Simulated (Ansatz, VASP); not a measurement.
**CaSe in VASP and in Ansatz**

File INCAR:

```
SYSTEM = CaSe
ALGO     = Normal         ! electronic algorithm
EDIFF    = 1E-6           ! SCF threshold, eV
ENCUT    = 520            ! plane-wave cutoff, eV
GGA      = PE             ! functional
ISIF     = 2              ! what is computed and relaxed
ISMEAR   = 0              ! smearing method
LASPH    = .True.         ! aspherical terms in the spheres
LCHARG   = .False.        ! write CHGCAR
LREAL    = .False.        ! projectors in reciprocal space
LWAVE    = .False.        ! write WAVECAR
NBANDS   = 15             ! bands
NELM     = 100            ! most SCF steps
PREC     = Accurate       ! precision mode
SIGMA    = 0.01           ! smearing width, eV
```

File KPOINTS:

```
k-points
0
Gamma
  6 6 6
  0 0 0
```

POSCAR

```
CaSe
1.0
    0.0000000000      2.9560000000      2.9560000000
    2.9560000000      0.0000000000      2.9560000000
    2.9560000000      2.9560000000      0.0000000000
Ca Se
1 1
Direct
    0.0000000000      0.0000000000      0.0000000000
    0.4830852503      0.5169147497      0.5169147497
```

Input for Ansatz:

```yaml
crystal:
  lattice:
    - [0.0, 2.956, 2.956]
    - [2.956, 0.0, 2.956]
    - [2.956, 2.956, 0.0]
  atoms:
    - { symbol: Ca, position: [0.0, 0.0, 0.0] }
    - { symbol: Se, position: [0.48308525033829497, 0.516914749661705, 0.516914749661705] }
kpoints:
  mp_grid:
    grid: [6, 6, 6]
hamiltonian:
  xc: pbe
  pseudopotentials:
    kind: paw
scf:
  occupations:
    method: fixed
output:
  forces: true
```

Alike in both runs: task single point; functional PBE; k mesh 6 × 6 × 6; no spin polarisation.

|  | VASP | Ansatz |
| --- | --- | --- |
| version | VASP 6.6.1 | Ansatz 0.2.0 |
| potentials or method | VASP PAW PBE potentials, release 64 (Ca_sv, Se) | plane waves, PAW |
| plane-wave cutoff (eV) | 520 | 420 |
| occupations | gaussian, width 0.01 eV | fixed |
| valence electrons in the cell | 16 | 26 |

VASP gave:

```
rms of the force components (eV/Å) : 0.188
```

Question: Estimate Ansatz's values.

Answer: rms of the force components (eV/Å): 0.185.

Atom by atom the forces differ by 0.003 eV/Å (rms over components). VASP's potentials hold 16 valence electrons a cell and Ansatz's 26, so a difference there can come from the potentials and not from the codes.
